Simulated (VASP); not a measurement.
# SnO (C2/m) in VASP: single point with PBEsol

Aim: the single point of SnO with PBEsol.

Everything below comes from runs of VASP 6.6.1. Logs are shortened: lines on timing, memory, paths and dates and some standing lists are left out, and cuts for length are marked.

## (1) The cell of the first run

It takes space group C2/m (No. 12, monoclinic). Conventional cell: a = 5.382 Å, b = 5.382 Å, c = 4.752 Å, α = 90.00°, β = 90.86°, γ = 90.00°. Within 2.9 Å of Sn (site symmetry m) lie 4 O at 2.21 to 2.23 Å. O (site symmetry 2) has 4 Sn at 2.21 to 2.23 Å and 4 O at 2.69 Å within 2.9 Å.

## (2) Single point, PBEsol (strain +0.0150 x Voigt [0, 0, 0, 1, 0, 0])

Input file INCAR:

```
SYSTEM = SnO
PREC = Accurate ; ENCUT = 520
EDIFF = 1E-7 ; ISMEAR = 0
SIGMA = 0.15 ; LREAL = .False.
LASPH = .True. ; NELM = 100
ALGO = Normal ; ISIF = 2
LWAVE = .False. ; LCHARG = .True.
GGA = PS ; LELF = .True.
LVHAR = .True. ; NBANDS = 50
```

Input file KPOINTS:

```
regular mesh
0
Gamma
  10 10 4
  0 0 0
```

Input file POSCAR:

```
SnO
1.0
    2.6910265907     -2.6910263660     -0.0201826977
    2.6910265907      2.6910263660      0.0201826977
    0.0000000000      0.0712707729      9.5027697182
Sn O
4 4
Direct
    0.7500077544      0.2499922456      0.8712316868
    0.2499922456      0.7500077544      0.1287683132
    0.7499922456      0.2500077544      0.3712316868
    0.2500077544      0.7499922456      0.6287683132
    0.2499958225      0.2500041775      0.2500000000
    0.7500041775      0.7499958225      0.7500000000
    0.2500041775      0.2499958225      0.7500000000
    0.7499958225      0.7500041775      0.2500000000
```

Potentials or basis: VASP PAW PBE potentials, release 64 (Sn_d, O).

Launch:

```bash
$ cat potpaw_PBE.64/Sn_d/POTCAR potpaw_PBE.64/O/POTCAR > POTCAR
$ mpirun -np 1 vasp_std > vasp.out
```

OUTCAR:

```text
SYSTEM = SnO
   PREC = Accurate
   ENCUT = 520
   EDIFF = 1E-7
   ISMEAR = 0
   LREAL = .False.
   LASPH = .True.
   NELM = 100
   ISIF = 2
   GGA = PS

 ion  position               nearest neighbor table
   1  0.750  0.250  0.871-   6 2.21   7 2.21   7 2.23   6 2.23   4 3.52   4 3.54   4 3.54   4 3.57
                             2 3.61   2 3.64   2 3.64   2 3.66
   2  0.250  0.750  0.129-   8 2.21   5 2.21   8 2.23   5 2.23   3 3.52   3 3.54   3 3.54   3 3.57
                             1 3.61   1 3.64   1 3.64   1 3.66
   3  0.750  0.250  0.371-   5 2.21   8 2.21   5 2.23   8 2.23   2 3.52   2 3.54   2 3.54   2 3.57
                             4 3.61   4 3.64   4 3.64   4 3.66
   4  0.250  0.750  0.629-   6 2.21   7 2.21   7 2.23   6 2.23   1 3.52   1 3.54   1 3.54   1 3.57
                             3 3.61   3 3.64   3 3.64   3 3.66
   5  0.250  0.250  0.250-   3 2.21   2 2.21   2 2.23   3 2.23
   6  0.750  0.750  0.750-   4 2.21   1 2.21   1 2.23   4 2.23
   7  0.250  0.250  0.750-   4 2.21   1 2.21   1 2.23   4 2.23
   8  0.750  0.750  0.250-   3 2.21   2 2.21   2 2.23   3 2.23

  LATTYP: Found a base centered monoclinic cell.
 ALAT       =     5.3822041001
 B/A-ratio  =     0.9999719597
 C/A-ratio  =     1.7656403962
 COS(beta)  =    -0.0149991563

  Lattice vectors:

 A1 = (  -2.6910265907,  -2.6910263660,  -0.0201826977)
 A2 = (   2.6910265907,  -2.6910263660,  -0.0201826977)
 A3 = (   0.0000000000,   0.0712707729,   9.5027697182)

Analysis of symmetry for initial positions (statically):
=====================================================================
 Subroutine PRICEL returns:
 Original cell was already a primitive cell.

 Routine SETGRP: Setting up the symmetry group for a
 base centered monoclinic supercell.

 Subroutine GETGRP returns: Found  4 space group operations
 (whereof  4 operations were pure point group operations)
 out of a pool of  4 trial point group operations.

The static configuration has the point symmetry C_2h.

Analysis of symmetry for dynamics (positions and initial velocities):
=====================================================================
 Subroutine PRICEL returns:
 Original cell was already a primitive cell.

 Routine SETGRP: Setting up the symmetry group for a
 base centered monoclinic supercell.

 Subroutine GETGRP returns: Found  4 space group operations
 (whereof  4 operations were pure point group operations)
 out of a pool of  4 trial point group operations.

The dynamic configuration has the point symmetry C_2h.

 Subroutine INISYM returns: Found  4 space group operations
 (whereof  4 operations are pure point group operations),
 and found     1 'primitive' translations

----------------------------------------------------------------------------------------

                                     Primitive cell

  volume of cell :     137.6232

  direct lattice vectors                    reciprocal lattice vectors
     2.691026591 -2.691026366 -0.020182698     0.185802698 -0.185813165  0.001393599
     2.691026591  2.691026366  0.020182698     0.185802698  0.185813165 -0.001393599
     0.000000000  0.071270773  9.502769718     0.000000000 -0.000789288  0.105238397

  length of vectors
     3.805739659  3.805739659  9.503036980     0.262775792  0.262775792  0.105241357

  position of ions in fractional coordinates (direct lattice)
     0.750007754  0.249992246  0.871231687
     0.249992246  0.750007754  0.128768313
     0.749992246  0.250007754  0.371231687
     0.250007754  0.749992246  0.628768313
     0.249995822  0.250004178  0.250000000
     0.750004178  0.749995822  0.750000000
     0.250004178  0.249995822  0.750000000
     0.749995822  0.750004178  0.250000000

  ion indices of the primitive-cell ions
   primitive index   ion index
                 1           1
                 2           2
                 3           3
                 4           4
                 5           5
                 6           6
                 7           7
                 8           8

----------------------------------------------------------------------------------------

 KPOINTS: regular mesh

Automatic generation of k-mesh.
 Grid dimensions read from file:
 generate k-points for:   10   10    4

 Generating k-lattice:

  Cartesian coordinates                     Fractional coordinates (reciprocal lattice)
     0.018580270 -0.018581317  0.000139360     0.100000000 -0.000000000  0.000000000
     0.018580270  0.018581317 -0.000139360    -0.000000000  0.100000000  0.000000000
     0.000000000 -0.000197322  0.026309599     0.000000000  0.000000000  0.250000000

  Length of vectors
     0.026277579  0.026277579  0.026310339

  Shift w.r.t. Gamma in fractional coordinates (k-lattice)
     0.000000000  0.000000000  0.000000000

 Subroutine IBZKPT returns following result:
 ===========================================

 Found    117 irreducible k-points:

 Following reciprocal coordinates:
            Coordinates               Weight
  0.000000  0.000000  0.000000      1.000000
  0.100000 -0.000000 -0.000000      4.000000
  0.200000 -0.000000 -0.000000      4.000000
  0.300000 -0.000000  0.000000      4.000000
  0.400000 -0.000000  0.000000      4.000000
  0.500000  0.000000  0.000000      2.000000
[... 16 lines left out ...]
  0.300000  0.300000  0.000000      2.000000
  0.400000  0.300000  0.000000      4.000000
 [... further k-points ...]
   k-points           NKPTS =    117   k-points in BZ     NKDIM =    117   number of bands    NBANDS=     50
   number of dos      NEDOS =    301   number of ions     NIONS =      8
   total plane-waves  NPLWV =  56448
   dimension x,y,z NGX =    28 NGY =   28 NGZ =   72
   dimension x,y,z NGXF=    56 NGYF=   56 NGZF=  144
   ions per type =               4   4
   NGX,Y,Z   is equivalent  to a cutoff of  12.23, 12.23, 12.60 a.u.
   NGXF,Y,Z  is equivalent  to a cutoff of  24.46, 24.46, 25.19 a.u.
 SYSTEM =  SnO
   PREC   = accura    normal or accurate (medium, high low for compatibility)
   ISTART =      0    job   : 0-new  1-cont  2-samecut
   ICHARG =      2    charge: 1-file 2-atom 10-const
   ISPIN  =      1    spin polarized calculation?
   LNONCOLLINEAR =      F non collinear calculations
   LSORBIT =      F    spin-orbit coupling
   LASPH  =      T    aspherical Exc in radial PAW
   ENCUT  =  520.0 eV  38.22 Ry    6.18 a.u.   7.08  7.08 17.67*2*pi/ulx,y,z
   NELM   =    100;   NELMIN=  2; NELMDL= -5     # of ELM steps
   EDIFF  = 0.1E-06   stopping-criterion for ELM
   LREAL  =      F    real-space projection
   EDIFFG = 0.1E-05   stopping-criterion for IOM
   NSW    =      0    number of steps for IOM
   IBRION =     -1    ionic relax: 0-MD 1-quasi-New 2-CG
   NFREE  =      0    steps in history (QN), initial steepest desc. (CG)
   ISIF   =      2    stress and relaxation
   ISYM   =      2    0-nonsym 1-usesym 2-fastsym
   POTIM  = 0.5000    time-step for ionic-motion
   TEBEG  =    0.0;   TEEND  =   0.0 temperature during run
   PSTRESS=    0.0 pullay stress
   NELECT =      80.0000    total number of electrons
   NUPDOWN=      -1.0000    fix difference up-down
   EMIN   =  10.00;   EMAX   =-10.00  energy-range for DOS
   EFERMI =   0.00;   METHOD = LEGACY
   ISMEAR =     0;   SIGMA  =   0.15  broadening in eV -4-tet -1-fermi 0-gaus
   EFERMI_NEDOS =   21; number of points for ismear=-14 and -15
   IALGO  =     38    algorithm
   IMIX   =      4    mixing-type and parameters
     AMIX     =   0.40;   BMIX     =  1.00
     AMIX_MAG =   1.60;   BMIX_MAG =  1.00
  volume/ion in A,a.u.               =      17.20       116.09
  Fermi-wavevector in a.u.,A,eV,Ry     =   1.366284  2.581902 25.398423  1.866731
  Thomas-Fermi vector in A             =   2.492438
   LORBIT       =      0    0 simple, 1 ext, 2 COOP (PROOUT), +10 PAW based schemes
   GGA     = PS    functional components
   LHFCALC =     F    Hartree Fock is set to
   AEXX    =    0.0000 exact exchange contribution
   IVDW    =     0    specifies the selected vdW correction
   LEPSILON=     F    determine dielectric tensor
   LRPA    =     F    only Hartree local field effects (RPA)
 non-spin polarized calculation
 Gauss-broadening in eV      SIGMA  =   0.15
  energy-cutoff  :      520.00
  volume of cell :      137.62
 maximum number of plane-waves:      3729
   NGX = 15   NGY = 15   NGZ = 35

 number of electron      79.9999984 magnetization

 Free energy of the ion-electron system (eV)
  ---------------------------------------------------
  ext. energy  EPLUGINS =         0.00000000
  ---------------------------------------------------
  free energy    TOTEN  =       -48.42510814 eV

  energy without entropy =      -48.42192321  energy(sigma->0) =      -48.42351567

 E-fermi :   7.2946     XC(G=0): -10.5939

 val. band max:        7.2171651280   @ k =   0.1000  -0.0000  -0.0000
 cond. band min:       7.3765110452   @ k =   0.5000   0.5000   0.2500
 fundamental gap:      0.1593459172
 Fermi energy:         7.2945776174

 k-point     1 :       0.0000    0.0000    0.0000
  band No.  band energies     occupation
      1     -14.7147      2.00000
      2     -14.6928      2.00000
      3     -14.2819      2.00000
      4     -14.2720      2.00000
      5     -14.2712      2.00000
      6     -14.2594      2.00000
[... 42 lines left out ...]
     49      12.9847      0.00000
     50      12.9865      0.00000

 k-point     2 :       0.1000   -0.0000   -0.0000
  band No.  band energies     occupation
      1     -14.7091      2.00000
      2     -14.6896      2.00000
      3     -14.2824      2.00000
      4     -14.2704      2.00000
      5     -14.2684      2.00000
      6     -14.2582      2.00000
[... 42 lines left out ...]
     49      12.7402      0.00000
     50      13.0400      0.00000

 k-point     3 :       0.2000   -0.0000   -0.0000
  band No.  band energies     occupation
      1     -14.6931      2.00000
      2     -14.6806      2.00000
      3     -14.3512      2.00000
      4     -14.3130      2.00000
      5     -14.2619      2.00000
      6     -14.2598      2.00000
[... 1102 lines left out ...]
     49      12.7592      0.00000
     50      13.8971      0.00000

 k-point    24 :       0.4000    0.3000    0.0000
  band No.  band energies     occupation
      1     -14.6556      2.00000
      2     -14.6394      2.00000
      3     -14.5948      2.00000
      4     -14.5825      2.00000
      5     -14.2455      2.00000
      6     -14.2330      2.00000
[... 42 lines left out ...]
     49      12.9268      0.00000
     50      14.2179      0.00000

 [... further k-points ...]

------------------------ aborting loop because EDIFF is reached ----------------------------------------

  FORCE on cell =-STRESS in cart. coord.  units (eV):
  Direction    XX          YY          ZZ          XY          YZ          ZX
  --------------------------------------------------------------------------------------
  -------------------------------------------------------------------------------------
  Total        0.1857818      0.1981835      0.2312733      0.0000000     -0.7178407      0.0000000
  in kB        2.1628279      2.3072060      2.6924294      0.0000000     -8.3569337      0.0000000
  external PRESSURE =       2.3874878 kB  Pullay stress =       0.0000000 kB

 VOLUME and BASIS-vectors are now :
 -----------------------------------------------------------------------------
  energy-cutoff  :      520.00
  volume of cell :      137.62
      direct lattice vectors                 reciprocal lattice vectors
     2.691026591 -2.691026366 -0.020182698     0.185802698 -0.185813165  0.001393599
     2.691026591  2.691026366  0.020182698     0.185802698  0.185813165 -0.001393599
     0.000000000  0.071270773  9.502769718     0.000000000 -0.000789288  0.105238397

 POSITION                                       TOTAL-FORCE (eV/Angst)
 -----------------------------------------------------------------------------------
      2.69103     -1.28346      8.26902         0.000000     -0.085592      0.095964
      2.69103      1.35473      1.23375         0.000000      0.085592     -0.095964
      2.69103     -1.31901      3.51764         0.000000     -0.085779      0.095979
      2.69103      1.39028      5.98513         0.000000      0.085779     -0.095979
      1.34551      0.01784      2.37569        -0.054859      0.000055     -0.000005
      4.03654      0.05343      7.12708         0.054859     -0.000055      0.000005
      1.34551      0.05343      7.12708        -0.054859     -0.000055      0.000005
      4.03654      0.01784      2.37569         0.054859      0.000055     -0.000005
 -----------------------------------------------------------------------------------
    total drift:                                0.000000     -0.000000      0.000000

  FREE ENERGIE OF THE ION-ELECTRON SYSTEM (eV)
  ---------------------------------------------------
  free  energy   TOTEN  =       -48.4251081410 eV

  energy  without entropy=      -48.4219232071  energy(sigma->0) =      -48.42351567
```

Run time: 9.3 min. Hardware: 1 thread of Intel Xeon Platinum 8488C (Sapphire Rapids), shared host; peak memory 0.63 GiB.

What came out:

```yaml
Free_energy: -48.4251 eV
Pressure: 0.2 GPa
Largest_force: 0.129 eV/Å
Band_gap_on_the_k_mesh: zero (bands 40 and 41 overlap by 0.09 eV)
```

Forces on the atoms (eV/Å):
```
Sn   0.000 -0.086  0.096
Sn   0.000  0.086 -0.096
Sn   0.000 -0.086  0.096
Sn   0.000  0.086 -0.096
O   -0.055  0.000  0.000
O    0.055  0.000  0.000
O   -0.055  0.000  0.000
O    0.055  0.000  0.000
```

Stress tensor (GPa, compression positive):
```
 0.22  0.00  0.00
 0.00  0.23 -0.84
 0.00 -0.84  0.27
```

Levels at points of the mesh, in eV from the Fermi level:
| k point | band 37 | band 38 | band 39 | band 40 | band 41 | band 42 | band 43 | band 44 |
| --- | --- | --- | --- | --- | --- | --- | --- | --- |
| (0.00, 0.00, 0.00) | -3.27 | -3.08 | -2.28 | -0.09 | 1.50 | 2.04 | 2.70 | 2.71 |
| (0.50, 0.00, 0.00) | -2.88 | -2.83 | -1.86 | -1.78 | 2.51 | 2.62 | 3.12 | 3.23 |
| (0.50, 0.50, 0.00) | -2.60 | -2.60 | -1.97 | -1.97 | -0.17 | -0.17 | 2.20 | 2.20 |
| (0.00, 0.00, 0.50) | -3.28 | -3.28 | -0.64 | -0.64 | 1.50 | 1.50 | 3.31 | 3.31 |
| (0.50, 0.00, 0.50) | -2.34 | -2.33 | -2.25 | -2.25 | 2.80 | 2.80 | 2.91 | 2.91 |
| (0.50, 0.50, 0.50) | -2.45 | -2.45 | -2.45 | -2.45 | 0.75 | 0.75 | 0.75 | 0.75 |

Caveat: the cell differs from its parent crystal (strain +0.0150 x Voigt [0, 0, 0, 1, 0, 0]); semilocal functionals underestimate gaps, so a narrow gap can read as zero; the PAW data sets were made with another functional, which shifts forces and pressure a little; spin-orbit coupling is left out, which moves the levels of the heavy elements.
